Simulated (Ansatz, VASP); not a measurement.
## Ti: VASP beside Ansatz

INCAR

```
SYSTEM = Ti
ALGO = Fast
EDIFF = 1E-6
ENCUT = 520
GGA = PS
ISIF = 2
ISMEAR = 0
LASPH = .True.
LCHARG = .False.
LREAL = .False.
LWAVE = .False.
NBANDS = 12
NELM = 80
PREC = Accurate
SIGMA = 0.15
```

KPOINTS

```
k-points
0
Gamma
  22 22 22
  0 0 0
```

The input POSCAR:

```
Ti
1.0
   -1.7448671206      1.7448671206      1.5026795642
    1.7448671206     -1.7448671206      1.5026795642
    1.7448671206      1.7448671206     -1.5026795642
Ti
1
Direct
    0.0000000000      0.0000000000      0.0000000000
```

Input for Ansatz:

```yaml
crystal:
  lattice:
    - [-1.7448671206, 1.7448671206, 1.5026795642]
    - [1.7448671206, -1.7448671206, 1.5026795642]
    - [1.7448671206, 1.7448671206, -1.5026795642]
  atoms:
    - { symbol: Ti, position: [0.0, 0.0, 0.0] }
basis:
  ecutwfc: 520.0
kpoints:
  mp_grid: { grid: [22, 22, 22] }
hamiltonian:
  xc: pbesol
  pseudopotentials: { kind: paw, azcp: { folder: soft_1 } }
scf:
  occupations: { method: gaussian, width: 0.15 }
output:
  forces: true
  stress: true
  eigenvalues: true
```

Alike in both runs: task single point; functional PBEsol; k mesh 22 × 22 × 22; occupations gaussian, width 0.15 eV; no spin polarisation.

```csv
,VASP,Ansatz
version,VASP 6.6.1,Ansatz 0.2.0
potentials or method,"VASP PAW PBE potentials, release 64 (Ti_sv), cutoff 520 eV","scalar-relativistic, plane waves, PAW"
valence electrons in the cell,12,12
```

```tsv
	VASP	Ansatz	Ansatz less VASP
gap on the k mesh at the Fermi level (eV)	none	none	-
pressure (GPa)	-9.9	-9.6	+0.31
traceless stress, the component that is largest in VASP (GPa)	0.17	0.21	+0.040
```

VASP's potentials were made for PBE, not for PBEsol, and Ansatz warns of the same on its side. A gap of «none» marks a metal or a gap that the smearing closes.
